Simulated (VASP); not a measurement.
# SnO2 (Pm) in VASP: a series of runs

SnO2 is run at these levels: r2SCAN; tasks: single point.

Program: VASP 6.6.1. These are calculated values, not measurements. Logs are shortened: lines on timing, memory, paths and dates and some standing lists are left out, and cuts for length are marked.

**1. The cell of the first run**

It takes space group Pm (No. 6, monoclinic). The conventional cell has a = 4.760 Å, b = 3.201 Å, c = 9.651 Å, α = 90.00°, β = 99.46°, γ = 90.00°. Within 2.6 Å of Sn (site symmetry m) lie 6 O at 1.96 to 2.25 Å. Within 2.7 Å of Sn (site symmetry m) lie 6 O at 2.06 to 2.07 Å. Within 2.7 Å of Sn (site symmetry m) lie 6 O at 2.06 to 2.07 Å. Within 2.7 Å of Sn (site symmetry m) lie 6 O at 2.06 to 2.07 Å. O (site symmetry m) has 1 O at 1.87 Å and 3 Sn at 2.06 to 2.07 Å within 2.5 Å. Within 2.7 Å of O (site symmetry m) lie 3 Sn at 2.06 to 2.07 Å and 1 O at 2.61 Å. O (site symmetry m) has 3 Sn at 2.06 to 2.07 Å and 1 O at 2.61 Å within 2.7 Å. Within 2.7 Å of O (site symmetry m) lie 3 Sn at 2.06 to 2.07 Å and 1 O at 2.61 Å.

**2. Single point, r2SCAN (the part above a cut slid along it)**

The input, POSCAR:

```
SnO2
1.0
    0.0000000000      0.0000000000     -3.2007107590
   -4.7598182097      0.0000000000      0.0000000000
   -1.5864474093      9.5201150501      0.0000000000
Sn O
4 8
Direct
    0.5000000000      0.1828650500      0.9515000000
    0.5000000000      0.3495150500      0.4515000000
    1.0000000000     -0.0671599500      0.2015000000
    1.0000000000     -0.2338099500      0.7015000000
    0.0000000000      0.4093397478      0.8544791092
    0.0000000000      0.5759897478      0.3544791092
    0.5000000000     -0.0720093780      0.7985208908
    0.5000000000      0.0946406220      0.2985208908
    0.5000000000      0.7710394780      0.1044791092
    0.5000000000      0.6043894780      0.6044791092
    1.0000000000      0.2896903522      0.0485208908
    1.0000000000      0.1230403522      0.5485208908
```

The input, INCAR.step1:

```
ALGO     = Normal         # electronic algorithm
EDIFF    = 1E-4           # SCF threshold, eV
ENCUT    = 520            # plane-wave cutoff, eV
GGA      = PE             # functional
ISMEAR   = 0              # smearing method
LASPH    = True           # aspherical terms in the spheres
LCHARG   = False          # write CHGCAR
LREAL    = False          # projectors in reciprocal space
LWAVE    = True           # write WAVECAR
NBANDS   = 64             # bands
NELM     = 60             # most SCF steps
PREC     = Accurate       # precision mode
SIGMA    = 0.05           # smearing width, eV
```

The input, INCAR.step2:

```
ALGO     = Normal         # electronic algorithm
EDIFF    = 1E-6           # SCF threshold, eV
ENCUT    = 520            # plane-wave cutoff, eV
ISIF     = 2              # what is computed and relaxed
ISMEAR   = 0              # smearing method
ISTART   = 1            
LASPH    = True           # aspherical terms in the spheres
LCHARG   = False          # write CHGCAR
LMIXTAU  = True         
LREAL    = False          # projectors in reciprocal space
LWAVE    = False          # write WAVECAR
METAGGA  = R2SCAN         # meta-GGA
NBANDS   = 64             # bands
NELM     = 60             # most SCF steps
PREC     = Accurate       # precision mode
SIGMA    = 0.05           # smearing width, eV
```

The input, KPOINTS:

```
k-points
0
Gamma
  8 6 3
```

Potentials or basis: VASP PAW PBE potentials, release 64 (Sn_d, O).

The run is started by

```console
$ cat potpaw_PBE.64/Sn_d/POTCAR potpaw_PBE.64/O/POTCAR > POTCAR
$ cp INCAR.step1 INCAR
$ mpirun -np 1 vasp_std > vasp.out
$ cp INCAR.step2 INCAR
$ mpirun -np 1 vasp_std > vasp.out
```

OUTCAR:

```text
EDIFF = 1E-6
   ENCUT = 520
   ISIF = 2
   ISMEAR = 0
   ISTART = 1
   LASPH = True
   LREAL = False
   METAGGA = R2SCAN
   NELM = 60
   PREC = Accurate

 ion  position               nearest neighbor table
   1  0.500  0.183  0.952-  11 1.96  11 1.96   7 2.06   5 2.07   5 2.07   9 2.25   3 2.98   3 2.98
                             4 3.73   4 3.73   4 3.73   4 3.73
   2  0.500  0.350  0.452-  10 2.06   8 2.06  12 2.07  12 2.07   6 2.07   6 2.07   3 3.73   3 3.73
                             4 3.73   4 3.73   4 3.73   3 3.73   4 3.73   3 3.73
   3  0.000  0.933  0.202-   6 2.06  11 2.06   8 2.07   8 2.07   9 2.07   9 2.07   1 2.98   1 2.98
                             2 3.73   2 3.73   2 3.73   2 3.73
   4  0.000  0.766  0.702-   5 2.06  12 2.06   7 2.07   7 2.07  10 2.07  10 2.07   2 3.73   2 3.73
                             1 3.73   1 3.73   2 3.73   1 3.73   2 3.73   1 3.73
   5  0.000  0.409  0.854-  11 1.87   4 2.06   1 2.07   1 2.07
   6  0.000  0.576  0.354-   3 2.06   2 2.07   2 2.07
   7  0.500  0.928  0.799-   1 2.06   4 2.07   4 2.07
   8  0.500  0.095  0.299-   2 2.06   3 2.07   3 2.07
   9  0.500  0.771  0.104-   3 2.07   3 2.07   1 2.25
  10  0.500  0.604  0.604-   2 2.06   4 2.07   4 2.07
  11  0.000  0.290  0.049-   5 1.87   1 1.96   1 1.96   3 2.06
  12  0.000  0.123  0.549-   4 2.06   2 2.07   2 2.07

  LATTYP: Found a simple monoclinic cell.
 ALAT       =     4.7598182097
 B/A-ratio  =     0.6724439081
 C/A-ratio  =     2.0276812191
 COS(beta)  =    -0.1643749505

  Lattice vectors:

 A1 = (  -4.7598182097,   0.0000000000,   0.0000000000)
 A2 = (   0.0000000000,   0.0000000000,  -3.2007107590)
 A3 = (   1.5864474093,  -9.5201150501,   0.0000000000)

Analysis of symmetry for initial positions (statically):
=====================================================================
 Subroutine PRICEL returns:
 Original cell was already a primitive cell.

 Routine SETGRP: Setting up the symmetry group for a
 simple monoclinic supercell.

 Subroutine GETGRP returns: Found  2 space group operations
 (whereof  2 operations were pure point group operations)
 out of a pool of  4 trial point group operations.

The static configuration has the point symmetry C_1h.

Analysis of symmetry for dynamics (positions and initial velocities):
=====================================================================
 Subroutine PRICEL returns:
 Original cell was already a primitive cell.

 Routine SETGRP: Setting up the symmetry group for a
 simple monoclinic supercell.

 Subroutine GETGRP returns: Found  2 space group operations
 (whereof  2 operations were pure point group operations)
 out of a pool of  4 trial point group operations.

The dynamic configuration has the point symmetry C_1h.

 Subroutine INISYM returns: Found  2 space group operations
 (whereof  2 operations are pure point group operations),
 and found     1 'primitive' translations

----------------------------------------------------------------------------------------

                                     Primitive cell

  volume of cell :     145.0371

  direct lattice vectors                    reciprocal lattice vectors
     0.000000000  0.000000000 -3.200710759     0.000000000  0.000000000 -0.312430605
    -4.759818210  0.000000000  0.000000000    -0.210092057 -0.035010081  0.000000000
    -1.586447409  9.520115050  0.000000000     0.000000000  0.105040747  0.000000000

  length of vectors
     3.200710759  4.759818210  9.651393990     0.312430605  0.212989151  0.105040747

  position of ions in fractional coordinates (direct lattice)
     0.500000000  0.182865050  0.951500000
     0.500000000  0.349515050  0.451500000
     0.000000000  0.932840050  0.201500000
     0.000000000  0.766190050  0.701500000
     0.000000000  0.409339748  0.854479109
     0.000000000  0.575989748  0.354479109
     0.500000000  0.927990622  0.798520891
     0.500000000  0.094640622  0.298520891
     0.500000000  0.771039478  0.104479109
     0.500000000  0.604389478  0.604479109
     0.000000000  0.289690352  0.048520891
     0.000000000  0.123040352  0.548520891

  ion indices of the primitive-cell ions
   primitive index   ion index
                 1           1
                 2           2
                 3           3
                 4           4
                 5           5
                 6           6
                 7           7
                 8           8
                 9           9
                10          10
                11          11
                12          12

----------------------------------------------------------------------------------------

 KPOINTS: k-points

Automatic generation of k-mesh.
 Grid dimensions read from file:
 generate k-points for:    8    6    3

 Generating k-lattice:

  Cartesian coordinates                     Fractional coordinates (reciprocal lattice)
     0.000000000  0.000000000 -0.039053826     0.125000000  0.000000000  0.000000000
    -0.035015343 -0.005835014  0.000000000     0.000000000  0.166666667 -0.000000000
     0.000000000  0.035013582  0.000000000     0.000000000  0.000000000  0.333333333

  Length of vectors
     0.039053826  0.035498192  0.035013582

  Shift w.r.t. Gamma in fractional coordinates (k-lattice)
     0.000000000  0.000000000  0.000000000

 Subroutine IBZKPT returns following result:
 ===========================================

 Found     50 irreducible k-points:

 Following reciprocal coordinates:
            Coordinates               Weight
  0.000000  0.000000  0.000000      1.000000
  0.125000  0.000000  0.000000      2.000000
  0.250000  0.000000  0.000000      2.000000
  0.375000  0.000000  0.000000      2.000000
  0.500000  0.000000  0.000000      1.000000
  0.000000  0.166667  0.000000      2.000000
[... 16 lines left out ...]
  0.250000  0.000000  0.333333      4.000000
  0.375000  0.000000  0.333333      4.000000
 [... further k-points ...]
   k-points           NKPTS =     50   k-points in BZ     NKDIM =     50   number of bands    NBANDS=     64
   number of dos      NEDOS =    301   number of ions     NIONS =     12
   total plane-waves  NPLWV =  62208
   dimension x,y,z NGX =    24 NGY =   36 NGZ =   72
   dimension x,y,z NGXF=    48 NGYF=   72 NGZF=  144
   ions per type =               4   8
   NGX,Y,Z   is equivalent  to a cutoff of  12.47, 12.57, 12.40 a.u.
   NGXF,Y,Z  is equivalent  to a cutoff of  24.93, 25.15, 24.80 a.u.
 SYSTEM =  unknown system
   PREC   = accura    normal or accurate (medium, high low for compatibility)
   ISTART =      1    job   : 0-new  1-cont  2-samecut
   ICHARG =      0    charge: 1-file 2-atom 10-const
   ISPIN  =      1    spin polarized calculation?
   LNONCOLLINEAR =      F non collinear calculations
   LSORBIT =      F    spin-orbit coupling
   LASPH  =      T    aspherical Exc in radial PAW
   ENCUT  =  520.0 eV  38.22 Ry    6.18 a.u.   5.95  8.85 17.95*2*pi/ulx,y,z
   NELM   =     60;   NELMIN=  2; NELMDL=  0     # of ELM steps
   EDIFF  = 0.1E-05   stopping-criterion for ELM
   LREAL  =      F    real-space projection
   EDIFFG = 0.1E-04   stopping-criterion for IOM
   NSW    =      0    number of steps for IOM
   IBRION =     -1    ionic relax: 0-MD 1-quasi-New 2-CG
   NFREE  =      0    steps in history (QN), initial steepest desc. (CG)
   ISIF   =      2    stress and relaxation
   ISYM   =      2    0-nonsym 1-usesym 2-fastsym
   POTIM  = 0.5000    time-step for ionic-motion
   TEBEG  =    0.0;   TEEND  =   0.0 temperature during run
   PSTRESS=    0.0 pullay stress
   NELECT =     104.0000    total number of electrons
   NUPDOWN=      -1.0000    fix difference up-down
   EMIN   =  10.00;   EMAX   =-10.00  energy-range for DOS
   EFERMI =   0.00;   METHOD = LEGACY
   ISMEAR =     0;   SIGMA  =   0.05  broadening in eV -4-tet -1-fermi 0-gaus
   EFERMI_NEDOS =   21; number of points for ismear=-14 and -15
   IALGO  =     38    algorithm
   IMIX   =      4    mixing-type and parameters
     AMIX     =   0.40;   BMIX     =  1.00
     AMIX_MAG =   1.60;   BMIX_MAG =  1.00
  volume/ion in A,a.u.               =      12.09        81.56
  Fermi-wavevector in a.u.,A,eV,Ry     =   1.465299  2.769014 29.213088  2.147101
  Thomas-Fermi vector in A             =   2.581173
   LORBIT       =      0    0 simple, 1 ext, 2 COOP (PROOUT), +10 PAW based schemes
   METAGGA = R2SCAN    functional components
   LHFCALC =     F    Hartree Fock is set to
   AEXX    =    0.0000 exact exchange contribution
   IVDW    =     0    specifies the selected vdW correction
   LEPSILON=     F    determine dielectric tensor
   LRPA    =     F    only Hartree local field effects (RPA)
 non-spin polarized calculation
 Gauss-broadening in eV      SIGMA  =   0.05
  energy-cutoff  :      520.00
  volume of cell :      145.04
 maximum number of plane-waves:      3936
 NGX is ok and might be reduce to    24
   NGX = 11   NGY = 17   NGZ = 35

 number of electron     103.9999991 magnetization

 Free energy of the ion-electron system (eV)
  ---------------------------------------------------
  ext. energy  EPLUGINS =         0.00000000
  ---------------------------------------------------
  free energy    TOTEN  =      -164.70185513 eV

  energy without entropy =     -164.70185513  energy(sigma->0) =     -164.70185513

 E-fermi :   6.9314     XC(G=0): -11.9292

 val. band max:        6.6284361582   @ k =   0.5000   0.0000   0.0000
 cond. band min:       7.2056180259   @ k =   0.0000   0.0000   0.0000
 fundamental gap:      0.5771818677
 Fermi energy:         6.9314432826

 k-point     1 :       0.0000    0.0000    0.0000
  band No.  band energies     occupation
      1     -16.9383      2.00000
      2     -16.0704      2.00000
      3     -15.8555      2.00000
      4     -15.6467      2.00000
      5     -15.5545      2.00000
      6     -15.5205      2.00000
[... 56 lines left out ...]
     63      17.3343      0.00000
     64      17.3997      0.00000

 k-point     2 :       0.1250    0.0000    0.0000
  band No.  band energies     occupation
      1     -16.9004      2.00000
      2     -16.0624      2.00000
      3     -15.7811      2.00000
      4     -15.7072      2.00000
      5     -15.6115      2.00000
      6     -15.5130      2.00000
[... 1530 lines left out ...]
     63      16.9885      0.00000
     64      17.1422      0.00000

 [... further k-points ...]
[... 5 lines left out ...]
  --------------------------------------------------------------------------------------
  -------------------------------------------------------------------------------------
  Total       -1.8050084     24.7222251      8.1714729      2.0805825      0.0000000      0.0000000
  in kB      -19.9393417    273.0983940     90.2676085     22.9835194      0.0000000      0.0000000
  external PRESSURE =     114.4755536 kB  Pullay stress =       0.0000000 kB

 VOLUME and BASIS-vectors are now :
 -----------------------------------------------------------------------------
  energy-cutoff  :      520.00
  volume of cell :      145.04
      direct lattice vectors                 reciprocal lattice vectors
     0.000000000  0.000000000 -3.200710759     0.000000000  0.000000000 -0.312430605
    -4.759818210  0.000000000  0.000000000    -0.210092057 -0.035010081  0.000000000
    -1.586447409  9.520115050  0.000000000     0.000000000  0.105040747  0.000000000

 POSITION                                       TOTAL-FORCE (eV/Angst)
 -----------------------------------------------------------------------------------
     -2.37991      9.05839     -1.60036         0.176961     -3.814372      0.000000
     -2.37991      4.29833     -1.60036        -0.037695      0.004902      0.000000
     -4.75982      1.91830      0.00000         0.906405      3.721774      0.000000
     -4.75982      6.67836      0.00000         0.911404     -0.609935      0.000000
     -3.30397      8.13474      0.00000        -1.760642     -8.179316      0.000000
     -3.30397      3.37468      0.00000        -0.049638     -0.153298      0.000000
     -5.68388      7.60201     -1.60036        -0.549635      0.805083      0.000000
     -0.92406      2.84195     -1.60036        -0.261688      0.348196      0.000000
     -3.83576      0.99465     -1.60036        -1.338022     -1.623081      0.000000
     -3.83576      5.75471     -1.60036        -0.083611     -0.216841      0.000000
     -1.45585      0.46192      0.00000         1.992855      9.527216      0.000000
     -1.45585      5.22198      0.00000         0.093307      0.189672      0.000000
 -----------------------------------------------------------------------------------
    total drift:                               -0.009197     -0.008170     -0.000000

  FREE ENERGIE OF THE ION-ELECTRON SYSTEM (eV)
  ---------------------------------------------------
  free  energy   TOTEN  =      -164.7018551251 eV

  energy  without entropy=     -164.7018551251  energy(sigma->0) =     -164.70185513
```

It took 48 min on 1 thread of Oxide Virtual Turin-like, shared host; peak memory 0.43 GiB.

Results:

| Property | Result |
| --- | --- |
| Free energy | -164.7019 eV |
| Pressure | 11.4 GPa |
| Largest force | 9.733 eV/Å |
| Band gap on the k mesh | 0.58 eV (least direct gap 0.84 eV) |

Forces in eV/Å, atoms in the order of the input:
```
Sn   0.177 -3.814  0.000
Sn  -0.038  0.005  0.000
Sn   0.906  3.722  0.000
Sn   0.911 -0.610  0.000
O   -1.761 -8.179  0.000
O   -0.050 -0.153  0.000
O   -0.550  0.805  0.000
O   -0.262  0.348  0.000
O   -1.338 -1.623  0.000
O   -0.084 -0.217  0.000
O    1.993  9.527  0.000
O    0.093  0.190  0.000
```

Caveat: the cell differs from its parent crystal (the part above a cut slid along it); the stress differs along the axes, from -2 to 27 GPa; semilocal functionals underestimate gaps, and a narrow one can read as zero; the PAW data sets were made with another functional, which shifts forces and pressure a little; spin-orbit coupling is left out, which moves the levels of the heavy elements. A k mesh can miss the band edges.

**3. Single point, r2SCAN (the part above a cut slid along it)**

The input, POSCAR:

```
SnO2
1.0
    0.0000000000      0.0000000000     -3.2007107590
   -4.7598182097      0.0000000000      0.0000000000
   -3.5698636573      9.5201150501      0.0000000000
Sn O
4 8
Direct
    0.5000000000     -0.2136250000      0.9515000000
    0.5000000000      0.1613750000      0.4515000000
    1.0000000000     -0.1511250000      0.2015000000
    1.0000000000     -0.5261250000      0.7015000000
    0.0000000000      0.0532783030      0.8544791092
    0.0000000000      0.4282783030      0.3544791092
    0.5000000000     -0.4047530332      0.7985208908
    0.5000000000     -0.0297530332      0.2985208908
    0.5000000000      0.7275030332      0.1044791092
    0.5000000000      0.3525030332      0.6044791092
    1.0000000000      0.2694716970      0.0485208908
    1.0000000000     -0.1055283030      0.5485208908
```

The input, INCAR.step1:

```
SYSTEM = SnO2
PREC = Accurate ; ENCUT = 520
ISMEAR = 0 ; SIGMA = 0.05
LREAL = .False. ; LASPH = .True.
NELM = 100 ; NBANDS = 64
GGA = PE ; ALGO = Normal
EDIFF = 1E-4 ; LWAVE = .True.
LCHARG = .False.
```

The input, INCAR.step2:

```
SYSTEM = SnO2
PREC = Accurate ; ENCUT = 520
EDIFF = 1E-6 ; ISMEAR = 0
SIGMA = 0.05 ; LREAL = .False.
LASPH = .True. ; NELM = 100
ALGO = Normal ; ISIF = 2
LWAVE = .False. ; LCHARG = .True.
METAGGA = R2SCAN ; LMIXTAU = .True.
LELF = .True. ; LVHAR = .True.
NBANDS = 64 ; ISTART = 1
```

The input, KPOINTS:

```
Automatic mesh
0
Gamma
  8 6 3
  0 0 0
```

Potentials or basis: VASP PAW PBE potentials, release 64 (Sn_d, O).

The run is started by

```console
$ cat potpaw_PBE.64/Sn_d/POTCAR potpaw_PBE.64/O/POTCAR > POTCAR
$ cp INCAR.step1 INCAR
$ mpirun -np 1 vasp_std > vasp.out
$ cp INCAR.step2 INCAR
$ mpirun -np 1 vasp_std > vasp.out
```

Wall time 44 min (1 thread of Oxide Virtual Turin-like, shared host); peak memory 0.45 GiB.

Results (log left out):

| Item | Value |
| --- | --- |
| Free energy | -159.9628 eV |
| Pressure | 18.7 GPa |
| Largest force | 33.326 eV/Å |
| Band gap on the k mesh | zero (filled and empty bands touch) |

Forces on the atoms (eV/Å):
```
Sn    8.174 -32.308   0.000
Sn    0.485  -0.325   0.000
Sn   -4.425   1.830   0.000
Sn   -0.249  -0.065   0.000
O     1.799   0.180   0.000
O    -0.285  -0.373   0.000
O    -0.472   0.113   0.000
O     0.342   0.692   0.000
O    -4.885  29.422   0.000
O    -0.051   0.178   0.000
O    -0.416   0.487   0.000
O    -0.017   0.169   0.000
```

Stress tensor (GPa, compression positive):
```
 -6.28 -18.59   0.00
-18.59  52.95   0.00
  0.00   0.00   9.46
```

Levels at points of the mesh, in eV from the Fermi level:
```csv
k point,band 49,band 50,band 51,band 52,band 53,band 54,band 55,band 56
"(0.00, 0.00, 0.00)",-2.46,-1.86,-0.75,-0.38,-0.02,2.46,2.78,4.34
"(0.50, 0.00, 0.00)",-3.08,-2.37,-1.31,-0.34,3.83,4.42,4.56,4.96
"(0.00, 0.50, 0.00)",-2.87,-2.47,-0.51,-0.09,2.56,2.89,3.20,3.47
"(0.50, 0.50, 0.00)",-2.75,-2.00,-1.17,-0.32,2.81,3.66,3.80,4.19
```

Caveat: the cell differs from its parent crystal (the part above a cut slid along it); the stress differs along the axes, from -6 to 53 GPa; semilocal functionals underestimate gaps, and a narrow one can read as zero; the PAW data sets were made with another functional, which shifts forces and pressure a little; spin-orbit coupling is left out, which moves the levels of the heavy elements.

[end of part 1 of 2]

The gap in the log of VASP goes by the Fermi energy; the results here count the filled bands.